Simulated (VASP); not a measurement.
Input of a VASP 6.6.1 run:

File POSCAR:

```
Ru
1.0
    2.7414067149      0.0000000000      0.0000000000
   -1.3707033574      2.3741278572      0.0000000000
    0.0000000000      0.0000000000      4.3382472512
Ru
2
Direct
    0.6666666667      0.3333333333      0.7500000000
    0.3333333333      0.6666666667      0.2500000000
```

The input INCAR.step1:

```
PREC = Accurate
ENCUT = 520
EDIFF = 1E-5
ISMEAR = -1
SIGMA = 0.05
LREAL = F
LASPH = T
NELM = 100
ALGO = Normal
ISIF = 2
LWAVE = T
LCHARG = F
GGA = PE
NBANDS = 21
```

The input INCAR.step2:

```
PREC = Accurate
ENCUT = 520
EDIFF = 1E-6
ISMEAR = -1
SIGMA = 0.05
LREAL = F
LASPH = T
NELM = 100
ALGO = Normal
ISIF = 2
LWAVE = F
LCHARG = F
METAGGA = R2SCAN
LHFCALC = T
AEXX = 0.25
LMIXTAU = T
PRECFOCK = Normal
ISTART = 1
NBANDS = 21
```

Contents of KPOINTS:

```
regular mesh
0
Gamma
  6 6 3
```

Potentials or basis: VASP PAW PBE potentials, release 64 (Ru_pv).

The run is started by

```sh
$ cat potpaw_PBE.64/Ru_pv/POTCAR > POTCAR
$ cp INCAR.step1 INCAR
$ mpirun -np 1 vasp_std > vasp.out
$ cp INCAR.step2 INCAR
$ mpirun -np 1 vasp_std > vasp.out
```

Problem. What does it give for the pressure?

Solution. -23.4 GPa.

Problem. What does it give for the band gap on the k mesh?

Solution. Zero (bands 14 and 15 overlap by 4.39 eV).

Stress tensor (GPa, compression positive):
```
-20.17   0.00   0.00
  0.00 -20.17   0.00
  0.00   0.00 -29.77
```

Caveat: the k points lie up to 0.48 Å⁻¹ apart, too coarse for converged energies and pressures of a metal; the PAW data sets were made with another functional, which shifts forces and pressure a little.
